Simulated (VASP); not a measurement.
A run of VASP 6.6.1:

Contents of INCAR:

```
ALGO     = Normal         # electronic algorithm
EDIFF    = 1E-7           # SCF threshold, eV
EDIFFG   = -0.01          # ionic threshold
ENCUT    = 560            # plane-wave cutoff, eV
GGA      = CA             # functional
GGA_COMPAT= F            
IBRION   = 2              # ionic algorithm
ISIF     = 3              # what is computed and relaxed
ISMEAR   = -1             # smearing method
LASPH    = T              # aspherical terms in the spheres
LCHARG   = F              # write CHGCAR
LREAL    = F              # projectors in reciprocal space
LWAVE    = F              # write WAVECAR
NELM     = 120            # most SCF steps
NELMIN   = 4            
NSW      = 80             # ionic steps
PREC     = Accurate       # precision mode
SIGMA    = 0.1            # smearing width, eV
```

Contents of KPOINTS:

```
k-points
0
Gamma
  10 10 10
```

File POSCAR:

```
Re
1.0
    0.0000000000      2.7082441576      2.7082441576
    2.7082441576      0.0000000000      2.7082441576
    2.7082441576      2.7082441576      0.0000000000
Re
2
Direct
    0.1250000000      0.1250000000      0.1250000000
    0.8750000000      0.8750000000      0.8750000000
```

Potentials or basis: VASP PAW LDA potentials, release 64 (Re_sv_GW).

Run with:

```sh
$ cat potpaw_LDA.64/Re_sv_GW/POTCAR > POTCAR
$ mpirun -np 1 vasp_std > vasp.out
```

Hardware: 1 thread of Intel(R) Xeon(R) 6975P-C (Granite Rapids) (shared host).

How long does it take, and how much memory?

Run time: 2.8 min on 1 thread of Intel(R) Xeon(R) 6975P-C (Granite Rapids), with other jobs on the host, peak memory 0.18 GiB. Counts: scf iterations 110, k points 47, ion steps 16.
